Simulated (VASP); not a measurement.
A run of VASP 6.6.1 is set up as follows.

The input INCAR:

```
PREC = Accurate ; ENCUT = 520
EDIFF = 1E-6 ; ISMEAR = 0
SIGMA = 0.02 ; LREAL = False
LASPH = True ; NELM = 60
ALGO = Normal ; ISIF = 2
LWAVE = False ; LCHARG = False
GGA = PE ; NBANDS = 24
```

Contents of KPOINTS:

```
Automatic mesh
0
Gamma
  6 6 4
```

File POSCAR:

```
KF
1.0
    2.8322972011      2.8322972011      0.0000000000
   -2.8322972011      2.8322972011      0.0000000000
    0.0000000000      0.0000000000      5.2743065582
K F
2 2
Direct
    0.0000000000      0.0000000000      0.0000000000
    0.5000000000      0.5000000000      0.5000000000
    0.5000000000      0.5000000000      0.0000000000
    0.0000000000      0.0000000000      0.5000000000
```

Potentials or basis: VASP PAW PBE potentials, release 64 (K_sv, F).

Launch:

```bash
$ cat potpaw_PBE.64/K_sv/POTCAR potpaw_PBE.64/F/POTCAR > POTCAR
$ mpirun -np 1 vasp_std > vasp.out
```

Question: Estimate the pressure.

Answer: -1.2 GPa.

Question: What does it give for the band gap on the k mesh?

Answer: 5.58 eV.

Stress tensor (GPa, compression positive):
```
-2.11  0.00  0.00
 0.00 -2.11  0.00
 0.00  0.00  0.61
```

Caveat: the cell differs from its parent crystal (biaxial strain in the a-b plane: +4.5 %). A k mesh can miss the band edges.
